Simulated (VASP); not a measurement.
Input of a VASP 6.6.1 run:

Contents of INCAR:

```
ALGO = Normal
EDIFF = 1E-6
ENCUT = 500
GGA = CA
GGA_COMPAT = False
ISIF = 2
ISMEAR = -1
LASPH = True
LCHARG = False
LREAL = False
LWAVE = False
NBANDS = 16
NELM = 120
PREC = Accurate
SIGMA = 0.1
```

Contents of KPOINTS:

```
k-points
0
Gamma
  6 6 6
```

Contents of POSCAR:

```
CdSe
1.0
    0.0000000000      2.7951813830      2.7951813830
    2.7951813830      0.0000000000      2.7951813830
    2.7951813830      2.7951813830      0.0000000000
Cd Se
1 1
Direct
    0.0000000000      0.0000000000      0.0000000000
    0.5000000000      0.5000000000      0.5000000000
```

Potentials or basis: VASP PAW LDA potentials, release 64 (Cd, Se).

Run with:

```sh
$ cat potpaw_LDA.64/Cd/POTCAR potpaw_LDA.64/Se/POTCAR > POTCAR
$ mpirun -np 1 vasp_std > vasp.out
```

Question: Predict the pressure.

Answer: -0.3 GPa.

Question: What does it give for the band gap on the k mesh?

Answer: Zero (band 9 reaches 2.94 eV, above the bottom of band 10 at 2.29 eV).
